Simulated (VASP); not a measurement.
BaTiO3, 5 atoms in the cell. The structure is monoclinic, space group C2/m (No. 12). The conventional cell has a = 5.573 Å, b = 5.741 Å, c = 4.019 Å, α = 90.00°, β = 92.45°, γ = 90.00°. Within 3.7 Å of Ba (site symmetry 2/m) lie 12 O at 2.79 to 2.88 Å and 8 Ti at 3.37 to 3.50 Å. Within 2.7 Å of Ti (site symmetry 2/m) lie 6 O at 2.00 to 2.01 Å. Within 2.9 Å of O (site symmetry 2/m) lie 2 Ti at 2.01 Å and 4 Ba at 2.79 to 2.87 Å and 8 O at 2.79 to 2.88 Å. O (site symmetry -1) has 2 Ti at 2.00 Å and 8 O at 2.79 to 2.88 Å and 4 Ba at 2.79 to 2.88 Å within 2.9 Å.  This cell differs from its parent crystal: equal xy, yz and zx shear strains of -3 %.

| Property | Result |
| --- | --- |
| Program | VASP 6.6.1 |
| Task | single point |
| Functional | PBE |
| Potentials or basis | VASP PAW PBE potentials, release 64 (Ba_sv, Ti_sv, O) |
| Cutoff | 520 eV |
| k mesh | 7 × 7 × 7 |
| Occupations | fermi-dirac, width 0.03 eV |
| Spin | no spin polarisation |
| Dipole correction | no |
| Further INCAR settings | ALGO = Normal; EDIFF = 1e-06; NBANDS = 28 |

Potentials or basis: VASP PAW PBE potentials, release 64 (Ba_sv, Ti_sv, O).

Run with:

```console
$ cat potpaw_PBE.64/Ba_sv/POTCAR potpaw_PBE.64/Ti_sv/POTCAR potpaw_PBE.64/O/POTCAR > POTCAR
$ mpirun -np 1 vasp_std > vasp.out
```

Hardware: 1 thread of Intel Xeon 8259CL (shared host).

Q: Estimate the wall time of this run.

A: Wall time 3 min on 1 thread of Intel Xeon 8259CL (shared host), peak memory 0.3 GiB. Counts: scf iterations 16, k points 100.
